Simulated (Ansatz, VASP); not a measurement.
## Rb in VASP and in Ansatz

```
Rb
1.0
     4.80477    0.00000    0.00000
    -2.40239    4.16106    0.00000
     0.00000    0.00000   17.46098
Rb
4
Direct
  0.00000 0.00000 0.01481
  0.33333 0.66667 0.73519
  0.00000 0.00000 0.51481
  0.66667 0.33333 0.23519
```

Alike in both runs: task single point; functional PBEsol; k mesh 9 × 9 × 2; occupations gaussian, width 0.1 eV; no spin polarisation.

```csv
,VASP,Ansatz
version,VASP 6.6.1,Ansatz 0.2.0
potentials or method,"VASP PAW PBE potentials, release 64 (Rb_sv), cutoff 520 eV","scalar-relativistic, plane waves, PAW"
valence electrons in the cell,36,36
```

Ansatz gave:

| Item | Value |
| --- | --- |
| gap on the k mesh at the Fermi level (eV) | none |
| pressure (GPa) | 0.1 |
| traceless stress, the component that is largest in VASP (GPa) | -0.22 |
| rms of the force components (eV/Å) | 0.077 |

**Question.** Estimate VASP's values.

**Answer.** gap on the k mesh at the Fermi level (eV): none; pressure (GPa): 0.1; traceless stress, the component that is largest in VASP (GPa): -0.22; rms of the force components (eV/Å): 0.076.

VASP's potentials were made for PBE, not for PBEsol. Atom by atom the forces differ by 0.001 eV/Å (rms over components). A gap of «none» marks a metal or a gap that the smearing closes. The functional is the same, so the differences come from potentials, cutoffs and numerics.
